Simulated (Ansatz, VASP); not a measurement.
## One calculation of Si2W, two programs

INCAR

```
  PREC = Accurate
  ENCUT = 520
  EDIFF = 1E-8
  ISMEAR = -1
  SIGMA = 0.03
  LREAL = False
  LASPH = True
  NELM = 100
  ALGO = Normal
  ISIF = 2
  LWAVE = False
  LCHARG = False
  GGA = PS
  LEFG = True
  NBANDS = 18
```

File KPOINTS:

```
Automatic mesh
0
Gamma
  18 18 18
```

The input POSCAR:

```
Si2W
1.0
   -1.6006287224      1.6006287224      3.9268226440
    1.6006287224     -1.6006287224      3.9268226440
    1.6006287224      1.6006287224     -3.9268226440
Si W
2 1
Direct
    0.3330000000      0.3330000000      0.0000000000
    0.6670000000      0.6670000000      0.0000000000
    0.0000000000      0.0000000000      0.0000000000
```

Input for Ansatz:

```yaml
crystal:
  lattice:
    - [-1.6006287224, 1.6006287224, 3.926822644]
    - [1.6006287224, -1.6006287224, 3.926822644]
    - [1.6006287224, 1.6006287224, -3.926822644]
  atoms:
    - { symbol: Si, position: [0.333, 0.333, 0.0] }
    - { symbol: Si, position: [0.667, 0.667, 0.0] }
    - { symbol: W, position: [0.0, 0.0, 0.0] }
kpoints:
  mp_grid: { grid: [18, 18, 18] }
scf:
  occupations: { method: fermi_dirac, width: 0.03 }
hamiltonian:
  xc: pbesol
  pseudopotentials: { kind: paw }
output:
  forces: true
  stress: true
  eigenvalues: true
  efg: { contact_densities: true }
```

Change from the starting cell: volume scaled by 0.99, PAW files.

Alike in both runs: task electric field gradients; functional PBEsol; k mesh 18 × 18 × 18; occupations fermi-dirac, width 0.03 eV; no spin polarisation.

|  | VASP | Ansatz |
| --- | --- | --- |
| version | VASP 6.6.1 | Ansatz 0.2.0 |
| potentials or method | VASP PAW PBE potentials, release 64 (Si, W_sv) | PAW with Ansatz's default frozen-core files, scalar-relativistic |
| plane-wave cutoff (eV) | 520 | 420 |
| valence electrons in the cell | 22 | 22 |

|  | VASP | Ansatz | Ansatz less VASP |
| --- | --- | --- | --- |
| pressure (GPa) | -0.9 | -1.3 | -0.34 |
| traceless stress, the component that is largest in VASP (GPa) | -1.67 | -1.64 | +0.030 |
| rms of the force components (eV/Å) | 0.120 | 0.122 | +0.0020 |
| size of Vzz on the site where it differs most (V/Å²) | 128.9 | 150.7 | +21.73 |

VASP's potentials were made for PBE, not for PBEsol. Atom by atom the forces differ by 0.002 eV/Å (rms over components). The functional is the same, so the differences come from potentials, cutoffs and numerics.

Spin-orbit coupling is off throughout.
